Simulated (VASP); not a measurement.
# HfSn2Te6 (P-3m1) in VASP: single point with PBE

Aim: the single point of HfSn2Te6 with PBE.

Program: VASP 6.6.1. These are calculated values, not measurements. Logs are shortened: lines on timing, memory, paths and dates and some standing lists are left out, and cuts for length are marked.

## (1) The cell of the first run

Symmetry: P-3m1, No. 164, trigonal system. The conventional cell has a = 4.091 Å, b = 4.091 Å, c = 21.407 Å, α = 90.00°, β = 90.00°, γ = 120.00°. Within 3.8 Å of Hf (site symmetry -3m) lie 6 Te at 2.92 Å. Within 3.9 Å of Sn (site symmetry 3m) lie 6 Te at 2.97 Å. Within 3.9 Å of Te (site symmetry 3m) lie 3 Sn at 2.97 Å. Within 3.8 Å of Te (site symmetry 3m) lie 3 Hf at 2.92 Å. Te (site symmetry 3m) has 3 Sn at 2.97 Å within 3.9 Å.

## (2) Single point, PBE

Contents of INCAR:

```
SYSTEM = HfSn2Te6
PREC     = Accurate       ! precision mode
ENCUT    = 520            ! plane-wave cutoff, eV
EDIFF    = 1E-7           ! SCF threshold, eV
ISMEAR   = 0              ! smearing method
SIGMA    = 0.1            ! smearing width, eV
LREAL    = .FALSE.        ! projectors in reciprocal space
LASPH    = .TRUE.         ! aspherical terms in the spheres
NELM     = 100            ! most SCF steps
ALGO     = Normal         ! electronic algorithm
ISIF     = 2              ! what is computed and relaxed
LWAVE    = .FALSE.        ! write WAVECAR
LCHARG   = .FALSE.        ! write CHGCAR
GGA      = PE             ! functional
NBANDS   = 47             ! bands
```

Contents of KPOINTS:

```
Automatic mesh
0
G
  6 6 1
  0 0 0
```

Contents of POSCAR:

```
HfSn2Te6
1.0
    4.0910173000      0.0000000000      0.0000000000
   -2.0455086000      3.5429249000      0.0000000000
    0.0000000000      0.0000000000     21.4068219000
Hf Sn Te
1 2 6
Direct
    0.0000000000      0.0000000000      0.0000000000
    0.0000000000      0.0000000000      0.6626400000
    0.0000000000      0.0000000000      0.3373600000
    0.3333333000      0.6666667000      0.7467170000
    0.3333333000      0.6666667000      0.0804010000
    0.3333333000      0.6666667000      0.4217870000
    0.6666667000      0.3333333000      0.9195990000
    0.6666667000      0.3333333000      0.2532830000
    0.6666667000      0.3333333000      0.5782130000
```

Potentials or basis: VASP PAW PBE potentials, release 64 (Hf_pv, Sn_d, Te).

Launch:

```
$ cat potpaw_PBE.64/Hf_pv/POTCAR potpaw_PBE.64/Sn_d/POTCAR potpaw_PBE.64/Te/POTCAR > POTCAR
$ mpirun -np 1 vasp_std > vasp.out
```

OUTCAR:

```text
SYSTEM = HfSn2Te6
   PREC = Accurate
   ENCUT = 520
   EDIFF = 1E-7
   ISMEAR = 0
   LREAL = .FALSE.
   LASPH = .TRUE.
   NELM = 100
   ISIF = 2
   GGA = PE

 ion  position               nearest neighbor table
   1  0.000  0.000  0.000-   5 2.92   7 2.92   5 2.92   7 2.92   7 2.92   5 2.92
   2  0.000  0.000  0.663-   4 2.97   4 2.97   4 2.97   9 2.97   9 2.97   9 2.97
   3  0.000  0.000  0.337-   8 2.97   8 2.97   8 2.97   6 2.97   6 2.97   6 2.97
   4  0.333  0.667  0.747-   2 2.97   2 2.97   2 2.97
   5  0.333  0.667  0.080-   1 2.92   1 2.92   1 2.92
   6  0.333  0.667  0.422-   3 2.97   3 2.97   3 2.97
   7  0.667  0.333  0.920-   1 2.92   1 2.92   1 2.92
   8  0.667  0.333  0.253-   3 2.97   3 2.97   3 2.97
   9  0.667  0.333  0.578-   2 2.97   2 2.97   2 2.97

  LATTYP: Found a hexagonal cell.
 ALAT       =     4.0910173000
 C/A-ratio  =     5.2326402775

  Lattice vectors:

 A1 = (   4.0910173000,   0.0000000000,   0.0000000000)
 A2 = (  -2.0455086000,   3.5429249000,   0.0000000000)
 A3 = (   0.0000000000,   0.0000000000,  21.4068219000)

Analysis of symmetry for initial positions (statically):
=====================================================================
 Subroutine PRICEL returns:
 Original cell was already a primitive cell.

 Routine SETGRP: Setting up the symmetry group for a
 hexagonal supercell.

 Subroutine GETGRP returns: Found 12 space group operations
 (whereof 12 operations were pure point group operations)
 out of a pool of 24 trial point group operations.

The static configuration has the point symmetry D_3d.

Analysis of symmetry for dynamics (positions and initial velocities):
=====================================================================
 Subroutine PRICEL returns:
 Original cell was already a primitive cell.

 Routine SETGRP: Setting up the symmetry group for a
 hexagonal supercell.

 Subroutine GETGRP returns: Found 12 space group operations
 (whereof 12 operations were pure point group operations)
 out of a pool of 24 trial point group operations.

The dynamic configuration has the point symmetry D_3d.

 Subroutine INISYM returns: Found 12 space group operations
 (whereof 12 operations are pure point group operations),
 and found     1 'primitive' translations

----------------------------------------------------------------------------------------

                                     Primitive cell

  volume of cell :     310.2741

  direct lattice vectors                    reciprocal lattice vectors
     4.091017300  0.000000000  0.000000000     0.244437979  0.141126330  0.000000000
    -2.045508600  3.542924900  0.000000000     0.000000000  0.282252666  0.000000000
     0.000000000  0.000000000 21.406821900     0.000000000  0.000000000  0.046714080

  length of vectors
     4.091017300  4.091017267 21.406821900     0.282252664  0.282252666  0.046714080

  position of ions in fractional coordinates (direct lattice)
     0.000000000  0.000000000  0.000000000
     0.000000000  0.000000000  0.662640000
     0.000000000  0.000000000  0.337360000
     0.333333300  0.666666700  0.746717000
     0.333333300  0.666666700  0.080401000
     0.333333300  0.666666700  0.421787000
     0.666666700  0.333333300  0.919599000
     0.666666700  0.333333300  0.253283000
     0.666666700  0.333333300  0.578213000

  ion indices of the primitive-cell ions
   primitive index   ion index
                 1           1
                 2           2
                 3           3
                 4           4
                 5           5
                 6           6
                 7           7
                 8           8
                 9           9

----------------------------------------------------------------------------------------

 KPOINTS: Automatic mesh

Automatic generation of k-mesh.
 Grid dimensions read from file:
 generate k-points for:    6    6    1

 Generating k-lattice:

  Cartesian coordinates                     Fractional coordinates (reciprocal lattice)
     0.040739663  0.023521055  0.000000000     0.166666667  0.000000000  0.000000000
     0.000000000  0.047042111  0.000000000     0.000000000  0.166666667  0.000000000
     0.000000000  0.000000000  0.046714080     0.000000000  0.000000000  1.000000000

  Length of vectors
     0.047042111  0.047042111  0.046714080

  Shift w.r.t. Gamma in fractional coordinates (k-lattice)
     0.000000000  0.000000000  0.000000000

 Subroutine IBZKPT returns following result:
 ===========================================

 Found      7 irreducible k-points:

 Following reciprocal coordinates:
            Coordinates               Weight
  0.000000  0.000000  0.000000      1.000000
  0.166667  0.000000  0.000000      6.000000
  0.333333 -0.000000  0.000000      6.000000
  0.500000  0.000000  0.000000      3.000000
  0.166667  0.166667  0.000000      6.000000
  0.333333  0.166667  0.000000     12.000000
  0.333333  0.333333  0.000000      2.000000
   k-points           NKPTS =      7   k-points in BZ     NKDIM =      7   number of bands    NBANDS=     47
   number of dos      NEDOS =    301   number of ions     NIONS =      9
   total plane-waves  NPLWV = 144000
   dimension x,y,z NGX =    30 NGY =   30 NGZ =  160
   dimension x,y,z NGXF=    60 NGYF=   60 NGZF=  320
   ions per type =               1   2   6
   NGX,Y,Z   is equivalent  to a cutoff of  12.19, 12.19, 12.43 a.u.
   NGXF,Y,Z  is equivalent  to a cutoff of  24.38, 24.38, 24.85 a.u.
 SYSTEM =  HfSn2Te6
   PREC   = accura    normal or accurate (medium, high low for compatibility)
   ISTART =      0    job   : 0-new  1-cont  2-samecut
   ICHARG =      2    charge: 1-file 2-atom 10-const
   ISPIN  =      1    spin polarized calculation?
   LNONCOLLINEAR =      F non collinear calculations
   LSORBIT =      F    spin-orbit coupling
   LASPH  =      T    aspherical Exc in radial PAW
   ENCUT  =  520.0 eV  38.22 Ry    6.18 a.u.   7.61  7.61 39.80*2*pi/ulx,y,z
   NELM   =    100;   NELMIN=  2; NELMDL= -5     # of ELM steps
   EDIFF  = 0.1E-06   stopping-criterion for ELM
   LREAL  =      F    real-space projection
   EDIFFG = 0.1E-05   stopping-criterion for IOM
   NSW    =      0    number of steps for IOM
   IBRION =     -1    ionic relax: 0-MD 1-quasi-New 2-CG
   NFREE  =      0    steps in history (QN), initial steepest desc. (CG)
   ISIF   =      2    stress and relaxation
   ISYM   =      2    0-nonsym 1-usesym 2-fastsym
   POTIM  = 0.5000    time-step for ionic-motion
   TEBEG  =    0.0;   TEEND  =   0.0 temperature during run
   PSTRESS=    0.0 pullay stress
   NELECT =      74.0000    total number of electrons
   NUPDOWN=      -1.0000    fix difference up-down
   EMIN   =  10.00;   EMAX   =-10.00  energy-range for DOS
   EFERMI =   0.00;   METHOD = LEGACY
   ISMEAR =     0;   SIGMA  =   0.10  broadening in eV -4-tet -1-fermi 0-gaus
   EFERMI_NEDOS =   21; number of points for ismear=-14 and -15
   IALGO  =     38    algorithm
   IMIX   =      4    mixing-type and parameters
     AMIX     =   0.40;   BMIX     =  1.00
     AMIX_MAG =   1.60;   BMIX_MAG =  1.00
  volume/ion in A,a.u.               =      34.47       232.65
  Fermi-wavevector in a.u.,A,eV,Ry     =   1.015244  1.918532 14.023791  1.030720
  Thomas-Fermi vector in A             =   2.148518
   LORBIT       =      0    0 simple, 1 ext, 2 COOP (PROOUT), +10 PAW based schemes
   GGA     = PE    functional components
   LHFCALC =     F    Hartree Fock is set to
   AEXX    =    0.0000 exact exchange contribution
   IVDW    =     0    specifies the selected vdW correction
   LEPSILON=     F    determine dielectric tensor
   LRPA    =     F    only Hartree local field effects (RPA)
 non-spin polarized calculation
 Gauss-broadening in eV      SIGMA  =   0.10
  energy-cutoff  :      520.00
  volume of cell :      310.27
 maximum number of plane-waves:      8383
   NGX = 15   NGY = 15   NGZ = 79

 number of electron      74.0000007 magnetization

 Free energy of the ion-electron system (eV)
  ---------------------------------------------------
  ext. energy  EPLUGINS =         0.00000000
  ---------------------------------------------------
  free energy    TOTEN  =       -39.36994865 eV

  energy without entropy =      -39.34048815  energy(sigma->0) =      -39.35521840

 E-fermi :   4.8114     XC(G=0):  -8.8902

 val. band max:        4.7979190696   @ k =   0.0000   0.0000   0.0000
 cond. band min:       4.8438616486   @ k =   0.1667   0.0000   0.0000
 fundamental gap:      0.0459425790
 Fermi energy:         4.8114223084

 k-point     1 :       0.0000    0.0000    0.0000
  band No.  band energies     occupation
      1     -26.9924      2.00000
      2     -26.9890      2.00000
      3     -26.9890      2.00000
      4     -16.7115      2.00000
      5     -16.7115      2.00000
      6     -16.7115      2.00000
[... 39 lines left out ...]
     46       7.9819      0.00000
     47       8.1142      0.00000

 k-point     2 :       0.1667    0.0000    0.0000
  band No.  band energies     occupation
      1     -27.0006      2.00000
      2     -26.9917      2.00000
      3     -26.9899      2.00000
      4     -16.7156      2.00000
      5     -16.7156      2.00000
      6     -16.7072      2.00000
[... 39 lines left out ...]
     46       8.4137      0.00000
     47       8.5710      0.00000

 k-point     3 :       0.3333   -0.0000    0.0000
  band No.  band energies     occupation
      1     -27.0237      2.00000
      2     -26.9970      2.00000
      3     -26.9849      2.00000
      4     -16.7252      2.00000
      5     -16.7252      2.00000
      6     -16.7009      2.00000
[... 39 lines left out ...]
     46       8.5091      0.00000
     47       8.6717      0.00000

 k-point     4 :       0.5000    0.0000    0.0000
  band No.  band energies     occupation
      1     -27.0351      2.00000
      2     -26.9996      2.00000
      3     -26.9824      2.00000
      4     -16.7305      2.00000
      5     -16.7305      2.00000
      6     -16.6992      2.00000
[... 39 lines left out ...]
     46       8.6211      0.00000
     47       8.7656      0.00000

 k-point     5 :       0.1667    0.1667    0.0000
  band No.  band energies     occupation
      1     -27.0156      2.00000
      2     -26.9980      2.00000
      3     -26.9861      2.00000
      4     -16.7201      2.00000
      5     -16.7201      2.00000
      6     -16.7046      2.00000
[... 39 lines left out ...]
     46       8.6343      0.00000
     47       8.9079      0.00000

 k-point     6 :       0.3333    0.1667    0.0000
  band No.  band energies     occupation
      1     -27.0291      2.00000
      2     -27.0057      2.00000
      3     -26.9824      2.00000
      4     -16.7246      2.00000
      5     -16.7246      2.00000
      6     -16.7042      2.00000
[... 39 lines left out ...]
     46       8.6090      0.00000
     47       8.8661      0.00000

 k-point     7 :       0.3333    0.3333    0.0000
  band No.  band energies     occupation
      1     -27.0209      2.00000
      2     -27.0209      2.00000
      3     -26.9812      2.00000
      4     -16.7150      2.00000
      5     -16.7150      2.00000
      6     -16.7148      2.00000
[... 39 lines left out ...]
     46       8.6916      0.00000
     47       8.8676      0.00000

------------------------ aborting loop because EDIFF is reached ----------------------------------------

  FORCE on cell =-STRESS in cart. coord.  units (eV):
  Direction    XX          YY          ZZ          XY          YZ          ZX
  --------------------------------------------------------------------------------------
  -------------------------------------------------------------------------------------
  Total       -0.1763390     -0.1763390      0.1830048     -0.0000000      0.0000000      0.0000000
  in kB       -0.9105702     -0.9105702      0.9449908     -0.0000000      0.0000000      0.0000000
  external PRESSURE =      -0.2920499 kB  Pullay stress =       0.0000000 kB

 VOLUME and BASIS-vectors are now :
 -----------------------------------------------------------------------------
  energy-cutoff  :      520.00
  volume of cell :      310.27
      direct lattice vectors                 reciprocal lattice vectors
     4.091017300  0.000000000  0.000000000     0.244437979  0.141126330  0.000000000
    -2.045508600  3.542924900  0.000000000     0.000000000  0.282252666  0.000000000
     0.000000000  0.000000000 21.406821900     0.000000000  0.000000000  0.046714080

 POSITION                                       TOTAL-FORCE (eV/Angst)
 -----------------------------------------------------------------------------------
      0.00000      0.00000      0.00000        -0.000000      0.000000      0.000000
      0.00000      0.00000     14.18502        -0.000000     -0.000000      0.006188
      0.00000      0.00000      7.22181        -0.000000      0.000000     -0.006188
     -0.00000      2.36195     15.98484         0.000000      0.000000      0.016993
     -0.00000      2.36195      1.72113        -0.000000      0.000000     -0.003676
     -0.00000      2.36195      9.02912        -0.000000      0.000000      0.024774
      2.04551      1.18097     19.68569         0.000000     -0.000000      0.003676
      2.04551      1.18097      5.42198         0.000000     -0.000000     -0.016993
      2.04551      1.18097     12.37770         0.000000      0.000000     -0.024774
 -----------------------------------------------------------------------------------
    total drift:                               -0.000000      0.000000      0.000000

  FREE ENERGIE OF THE ION-ELECTRON SYSTEM (eV)
  ---------------------------------------------------
  free  energy   TOTEN  =       -39.3699486531 eV

  energy  without entropy=      -39.3404881520  energy(sigma->0) =      -39.35521840
```

Run time: 2.1 min. Hardware: 1 thread of Intel Xeon 6975P-C (Granite Rapids), shared host; peak memory 0.42 GiB.

What came out:

```
Free energy            : -39.3699 eV
Pressure               : 0.0 GPa
Largest force          : 0.025 eV/Å
Band gap on the k mesh : zero (band 37 reaches 4.89 eV, above the bottom of band 38 at 4.41 eV)
```

Forces in eV/Å, atoms in the order of the input:
```
Hf   0.000  0.000  0.000
Sn   0.000  0.000  0.006
Sn   0.000  0.000 -0.006
Te   0.000  0.000  0.017
Te   0.000  0.000 -0.004
Te   0.000  0.000  0.025
Te   0.000  0.000  0.004
Te   0.000  0.000 -0.017
Te   0.000  0.000 -0.025
```

Caveat: spin-orbit coupling is left out, which moves the levels of the heavy elements; this functional lacks dispersion, which binds the layers, so the pressure and a relaxed spacing across them are unreliable.
